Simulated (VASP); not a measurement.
# ReMoS4 (P-6m2) in VASP: single point with PBE

Aim: the single point of ReMoS4 with PBE.

Everything below comes from runs of VASP 6.6.1. Logs are shortened: lines on timing, memory, paths and dates and some standing lists are left out, and cuts for length are marked.

## (1) The cell of the first run

The structure is hexagonal, space group P-6m2 (No. 187). The conventional cell has a = 3.227 Å, b = 3.227 Å, c = 14.103 Å, α = 90.00°, β = 90.00°, γ = 120.00°. Within 3.2 Å of Re (site symmetry -6m2) lie 6 S at 2.39 Å. Mo (site symmetry -6m2) has 6 S at 2.42 Å within 3.2 Å. Within 3.2 Å of S (site symmetry 3m) lie 3 Re at 2.39 Å and 1 S at 3.01 Å. S (site symmetry 3m) has 3 Mo at 2.42 Å and 1 S at 3.09 Å within 3.2 Å.

## (2) Single point, PBE, collinear spin, ferromagnetic start

INCAR reads:

```
SYSTEM = ReMoS4
PREC = Accurate ; ENCUT = 600
EDIFF = 1E-6 ; ISMEAR = 0
SIGMA = 0.2 ; LREAL = .FALSE.
LASPH = .TRUE. ; NELM = 200
ALGO = Normal ; ISIF = 2
LWAVE = .FALSE. ; LCHARG = .FALSE.
ISPIN = 2 ; MAGMOM = 0.44 0.44 0 0 0 0 0 0 0 0 0 0
LORBIT = 11 ; LMAXMIX = 4
GGA = PE ; NBANDS = 61
GGA_COMPAT = .FALSE.
```

KPOINTS reads:

```
Automatic mesh
0
G
  6 6 1
  0 0 0
```

POSCAR reads:

```
ReMoS4
1.0
    3.2265350137      0.0000000000      0.0000000000
   -1.6132675068      2.7942612881      0.0000000000
    0.0000000000      0.0000000000     28.2066606269
Re Mo S
2 2 8
Direct
    0.6666666667      0.3333333333      0.2500000000
    0.6666666667      0.3333333333      0.7500000000
    0.3333333333      0.6666666667      0.0000000000
    0.3333333333      0.6666666667      0.5000000000
    1.0000000000      1.0000000000      0.1967124743
    1.0000000000      1.0000000000      0.6967124743
    0.6666666667      0.3333333333      0.4451408189
    0.6666666667      0.3333333333      0.9451408189
    0.6666666667      0.3333333333      0.0548591811
    0.6666666667      0.3333333333      0.5548591811
    1.0000000000      1.0000000000      0.3032875257
    1.0000000000      1.0000000000      0.8032875257
```

Potentials or basis: VASP PAW PBE potentials, release 64 (Re, Mo_sv, S).

Run with:

```
cat potpaw_PBE.64/Re/POTCAR potpaw_PBE.64/Mo_sv/POTCAR potpaw_PBE.64/S/POTCAR > POTCAR
mpirun -np 1 vasp_std > vasp.out
```

OUTCAR:

```text
SYSTEM = ReMoS4
   PREC = Accurate
   ENCUT = 600
   EDIFF = 1E-6
   ISMEAR = 0
   LREAL = .FALSE.
   LASPH = .TRUE.
   NELM = 200
   ISIF = 2
   ISPIN = 2
   LORBIT = 11
   GGA = PE

 ion  position               nearest neighbor table
   1  0.667  0.333  0.250-   5 2.39  11 2.39   5 2.39  11 2.39   5 2.39  11 2.39
   2  0.667  0.333  0.750-   6 2.39  12 2.39   6 2.39  12 2.39   6 2.39  12 2.39
   3  0.333  0.667  0.000-   8 2.42   9 2.42   8 2.42   9 2.42   8 2.42   9 2.42
   4  0.333  0.667  0.500-   7 2.42  10 2.42   7 2.42  10 2.42   7 2.42  10 2.42
   5  0.000  0.000  0.197-   1 2.39   1 2.39   1 2.39
   6  0.000  0.000  0.697-   2 2.39   2 2.39   2 2.39
   7  0.667  0.333  0.445-   4 2.42   4 2.42   4 2.42
   8  0.667  0.333  0.945-   3 2.42   3 2.42   3 2.42
   9  0.667  0.333  0.055-   3 2.42   3 2.42   3 2.42
  10  0.667  0.333  0.555-   4 2.42   4 2.42   4 2.42
  11  0.000  0.000  0.303-   1 2.39   1 2.39   1 2.39
  12  0.000  0.000  0.803-   2 2.39   2 2.39   2 2.39
[... 7 lines left out ...]
 A1 = (   3.2265350137,   0.0000000000,   0.0000000000)
 A2 = (  -1.6132675068,   2.7942612881,   0.0000000000)
 A3 = (   0.0000000000,   0.0000000000,  28.2066606269)

Analysis of symmetry for initial positions (statically):
=====================================================================
 Subroutine PRICEL returns following result:

  LATTYP: Found a hexagonal cell.
 ALAT       =     3.2265350137
 C/A-ratio  =     4.3710451781
[... 12 lines left out ...]
 Subroutine GETGRP returns: Found 12 space group operations
 (whereof 12 operations were pure point group operations)
 out of a pool of 24 trial point group operations.

The static configuration has the point symmetry D_3h.

Analysis of symmetry for dynamics (positions and initial velocities):
=====================================================================
 Subroutine PRICEL returns following result:

  LATTYP: Found a hexagonal cell.
 ALAT       =     3.2265350137
 C/A-ratio  =     4.3710451781
[... 12 lines left out ...]
 Subroutine GETGRP returns: Found 12 space group operations
 (whereof 12 operations were pure point group operations)
 out of a pool of 24 trial point group operations.

The dynamic configuration has the point symmetry D_3h.

Analysis of structural, dynamic, and magnetic symmetry:
=====================================================================
 Subroutine PRICEL returns following result:

  LATTYP: Found a hexagonal cell.
 ALAT       =     3.2265350137
 C/A-ratio  =     4.3710451781
[... 12 lines left out ...]
 Subroutine GETGRP returns: Found 12 space group operations
 (whereof 12 operations were pure point group operations)
 out of a pool of 24 trial point group operations.

The overall configuration has the point symmetry D_3h.

 Subroutine INISYM returns: Found 12 space group operations
 (whereof 12 operations are pure point group operations),
 and found     2 'primitive' translations

----------------------------------------------------------------------------------------

                                     Primitive cell

  volume of cell :     127.1525

  direct lattice vectors                    reciprocal lattice vectors
     3.226535014  0.000000000  0.000000000     0.309930001  0.178938169  0.000000000
    -1.613267507  2.794261288  0.000000000     0.000000000  0.357876339  0.000000000
     0.000000000  0.000000000 14.103330313     0.000000000  0.000000000  0.070905239

  length of vectors
     3.226535014  3.226535014 14.103330313     0.357876339  0.357876339  0.070905239

  position of ions in fractional coordinates (direct lattice)
     0.666666667  0.333333333  0.500000000
     0.333333333  0.666666667  0.000000000
     0.000000000  0.000000000  0.393424949
     0.666666667  0.333333333  0.890281638
     0.666666667  0.333333333  0.109718362
     0.000000000  0.000000000  0.606575051

  ion indices of the primitive-cell ions
   primitive index   ion index
                 1           1
                 2           3
                 3           5
                 4           7
                 5           9
                 6          11

----------------------------------------------------------------------------------------

 KPOINTS: Automatic mesh

Automatic generation of k-mesh.
 Grid dimensions read from file:
 generate k-points for:    6    6    1

 Generating k-lattice:

  Cartesian coordinates                     Fractional coordinates (reciprocal lattice)
     0.051655000  0.029823028  0.000000000     0.166666667  0.000000000  0.000000000
     0.000000000  0.059646057  0.000000000     0.000000000  0.166666667  0.000000000
     0.000000000  0.000000000  0.035452619     0.000000000  0.000000000  1.000000000

  Length of vectors
     0.059646057  0.059646057  0.035452619

  Shift w.r.t. Gamma in fractional coordinates (k-lattice)
     0.000000000  0.000000000  0.000000000

 Subroutine IBZKPT returns following result:
 ===========================================

 Found      7 irreducible k-points:

 Following reciprocal coordinates:
            Coordinates               Weight
  0.000000  0.000000  0.000000      1.000000
  0.166667  0.000000  0.000000      6.000000
  0.333333 -0.000000  0.000000      6.000000
  0.500000 -0.000000  0.000000      3.000000
  0.166667  0.166667  0.000000      6.000000
  0.333333  0.166667  0.000000     12.000000
  0.333333  0.333333  0.000000      2.000000
   k-points           NKPTS =      7   k-points in BZ     NKDIM =      7   number of bands    NBANDS=     61
   number of dos      NEDOS =    301   number of ions     NIONS =     12
   total plane-waves  NPLWV = 188160
   dimension x,y,z NGX =    28 NGY =   28 NGZ =  240
   dimension x,y,z NGXF=    56 NGYF=   56 NGZF=  480
   ions per type =               2   2   8
   NGX,Y,Z   is equivalent  to a cutoff of  14.43, 14.43, 14.15 a.u.
   NGXF,Y,Z  is equivalent  to a cutoff of  28.85, 28.85, 28.29 a.u.
 SYSTEM =  ReMoS4
   PREC   = accura    normal or accurate (medium, high low for compatibility)
   ISTART =      0    job   : 0-new  1-cont  2-samecut
   ICHARG =      2    charge: 1-file 2-atom 10-const
   ISPIN  =      2    spin polarized calculation?
   LNONCOLLINEAR =      F non collinear calculations
   LSORBIT =      F    spin-orbit coupling
   LASPH  =      T    aspherical Exc in radial PAW
   ENCUT  =  600.0 eV  44.10 Ry    6.64 a.u.   6.44  6.44 56.34*2*pi/ulx,y,z
   NELM   =    200;   NELMIN=  2; NELMDL= -5     # of ELM steps
   EDIFF  = 0.1E-05   stopping-criterion for ELM
   LREAL  =      F    real-space projection
   EDIFFG = 0.1E-04   stopping-criterion for IOM
   NSW    =      0    number of steps for IOM
   IBRION =     -1    ionic relax: 0-MD 1-quasi-New 2-CG
   NFREE  =      0    steps in history (QN), initial steepest desc. (CG)
   ISIF   =      2    stress and relaxation
   ISYM   =      2    0-nonsym 1-usesym 2-fastsym
   POTIM  = 0.5000    time-step for ionic-motion
   TEBEG  =    0.0;   TEEND  =   0.0 temperature during run
   PSTRESS=    0.0 pullay stress
   NELECT =      90.0000    total number of electrons
   NUPDOWN=      -1.0000    fix difference up-down
   EMIN   =  10.00;   EMAX   =-10.00  energy-range for DOS
   EFERMI =   0.00;   METHOD = LEGACY
   ISMEAR =     0;   SIGMA  =   0.20  broadening in eV -4-tet -1-fermi 0-gaus
   EFERMI_NEDOS =   21; number of points for ismear=-14 and -15
   IALGO  =     38    algorithm
   IMIX   =      4    mixing-type and parameters
     AMIX     =   0.40;   BMIX     =  1.00
     AMIX_MAG =   1.60;   BMIX_MAG =  1.00
  volume/ion in A,a.u.               =      21.19       143.01
  Fermi-wavevector in a.u.,A,eV,Ry     =   1.157988  2.188280 18.244538  1.340936
  Thomas-Fermi vector in A             =   2.294594
   LORBIT       =     11    0 simple, 1 ext, 2 COOP (PROOUT), +10 PAW based schemes
   GGA     = PE    functional components
   LHFCALC =     F    Hartree Fock is set to
   AEXX    =    0.0000 exact exchange contribution
   IVDW    =     0    specifies the selected vdW correction
   LEPSILON=     F    determine dielectric tensor
   LRPA    =     F    only Hartree local field effects (RPA)
 spin polarized calculation
 Gauss-broadening in eV      SIGMA  =   0.20
  energy-cutoff  :      600.00
  volume of cell :      254.31
 maximum number of plane-waves:      8555
 NGX is ok and might be reduce to    28
   NGX = 13   NGY = 13   NGZ =113

 number of electron      90.0000003 magnetization       1.1177676

 Free energy of the ion-electron system (eV)
  ---------------------------------------------------
  ext. energy  EPLUGINS =         0.00000000
  ---------------------------------------------------
  free energy    TOTEN  =       -86.55983588 eV

  energy without entropy =      -86.44211253  energy(sigma->0) =      -86.50097420

 E-fermi :   5.8865     XC(G=0):  -9.6237

 val. band max:        5.8070368265   @ k =   0.3333  -0.0000   0.0000
 cond. band min:       5.9640917487   @ k =   0.1667   0.1667   0.0000
 fundamental gap:      0.1570549222
 Fermi energy:         5.8864829525

 spin component 1

 k-point     1 :       0.0000    0.0000    0.0000
  band No.  band energies     occupation
      1     -56.3972      1.00000
      2     -56.3972      1.00000
      3     -30.5061      1.00000
      4     -30.5061      1.00000
      5     -30.3580      1.00000
      6     -30.3580      1.00000
[... 409 lines left out ...]
     56       7.9247      0.00000
     57       8.7048      0.00000
 Fermi energy:         5.8864829525

 spin component 2

 k-point     1 :       0.0000    0.0000    0.0000
  band No.  band energies     occupation
      1     -56.3969      1.00000
      2     -56.3969      1.00000
      3     -30.5060      1.00000
      4     -30.5060      1.00000
      5     -30.3576      1.00000
      6     -30.3576      1.00000
[... 409 lines left out ...]
     56       7.9252      0.00000
     57       8.8443      0.00000
 [bands above 57 left out]

------------------------ aborting loop because EDIFF is reached ----------------------------------------

  FORCE on cell =-STRESS in cart. coord.  units (eV):
  Direction    XX          YY          ZZ          XY          YZ          ZX
  --------------------------------------------------------------------------------------
  -------------------------------------------------------------------------------------
  Total        0.1435133      0.1435133      0.4834099      0.0000000     -0.0000000      0.0000000
  in kB        0.9041648      0.9041648      3.0455871      0.0000000     -0.0000000      0.0000000
  external PRESSURE =       1.6179723 kB  Pullay stress =       0.0000000 kB

 VOLUME and BASIS-vectors are now :
 -----------------------------------------------------------------------------
  energy-cutoff  :      600.00
  volume of cell :      254.31
      direct lattice vectors                 reciprocal lattice vectors
     3.226535014  0.000000000  0.000000000     0.309930001  0.178938169  0.000000000
    -1.613267507  2.794261288  0.000000000     0.000000000  0.357876339  0.000000000
     0.000000000  0.000000000 28.206660627     0.000000000  0.000000000  0.035452619

 POSITION                                       TOTAL-FORCE (eV/Angst)
 -----------------------------------------------------------------------------------
      1.61327      0.93142      7.05167         0.000000      0.000000      0.000000
      1.61327      0.93142     21.15500         0.000000      0.000000      0.000000
     -0.00000      1.86284      0.00000         0.000000      0.000000      0.000000
     -0.00000      1.86284     14.10333        -0.000000     -0.000000      0.000000
      0.00000      0.00000      5.54860        -0.000000      0.000000     -0.119072
      0.00000      0.00000     19.65193        -0.000000      0.000000     -0.119072
      1.61327      0.93142     12.55594        -0.000000     -0.000000      0.010729
      1.61327      0.93142     26.65927         0.000000     -0.000000      0.010729
      1.61327      0.93142      1.54739         0.000000     -0.000000     -0.010729
      1.61327      0.93142     15.65072        -0.000000     -0.000000     -0.010729
      0.00000      0.00000      8.55473        -0.000000      0.000000      0.119072
      0.00000      0.00000     22.65806        -0.000000      0.000000      0.119072
 -----------------------------------------------------------------------------------
    total drift:                               -0.000000      0.000000      0.000000

  FREE ENERGIE OF THE ION-ELECTRON SYSTEM (eV)
  ---------------------------------------------------
  free  energy   TOTEN  =       -86.5598358794 eV

  energy  without entropy=      -86.4421125303  energy(sigma->0) =      -86.50097420

 total charge

# of ion       s       p       d       tot
------------------------------------------
    1        0.524   0.605   4.880   6.009
    2        0.524   0.605   4.880   6.009
    3        2.284   6.207   3.907  12.398
    4        2.284   6.207   3.907  12.398
    5        1.360   2.325   0.000   3.685
    6        1.360   2.325   0.000   3.685
    7        1.360   2.336   0.000   3.696
    8        1.360   2.336   0.000   3.696
    9        1.360   2.336   0.000   3.696
   10        1.360   2.336   0.000   3.696
   11        1.360   2.325   0.000   3.685
   12        1.360   2.325   0.000   3.685
--------------------------------------------------
tot         16.496  32.270  17.574  66.340

 magnetization (x)

# of ion       s       p       d       tot
------------------------------------------
    1        0.014   0.006   0.469   0.488
    2        0.014   0.006   0.469   0.488
    3       -0.000  -0.000   0.001   0.001
    4       -0.000  -0.000   0.001   0.001
    5        0.001   0.013   0.000   0.014
    6        0.001   0.013   0.000   0.014
    7        0.000  -0.000   0.000   0.000
    8        0.000  -0.000   0.000   0.000
    9        0.000  -0.000   0.000   0.000
   10        0.000  -0.000   0.000   0.000
   11        0.001   0.013   0.000   0.014
   12        0.001   0.013   0.000   0.014
--------------------------------------------------
tot          0.030   0.065   0.939   1.034
```

It took 23 min on 1 thread of AMD EPYC 7R13, shared host; peak memory 0.67 GiB.

What came out:

```
Free energy                                           : -86.5598 eV
Pressure                                              : 0.2 GPa
Largest force                                         : 0.119 eV/Å
Net moment                                            : 1.12 μB per cell
Site moments                                          : Re +0.49; Mo +0.00; S +0.01, +0.00 μB
Valence electrons inside the program's atomic spheres : Re 6.01; Mo 12.40; S 3.69, 3.70
```

Forces in eV/Å, atoms in the order of the input:
```
Re   0.000  0.000  0.000
Re   0.000  0.000  0.000
Mo   0.000  0.000  0.000
Mo   0.000  0.000  0.000
S    0.000  0.000 -0.119
S    0.000  0.000 -0.119
S    0.000  0.000  0.011
S    0.000  0.000  0.011
S    0.000  0.000 -0.011
S    0.000  0.000 -0.011
S    0.000  0.000  0.119
S    0.000  0.000  0.119
```

Caveat: the k points lie up to 0.37 Å⁻¹ apart; spin-orbit coupling is left out, which moves the levels of the heavy elements; this functional lacks dispersion, which binds the layers, so the pressure and a relaxed spacing across them are unreliable.
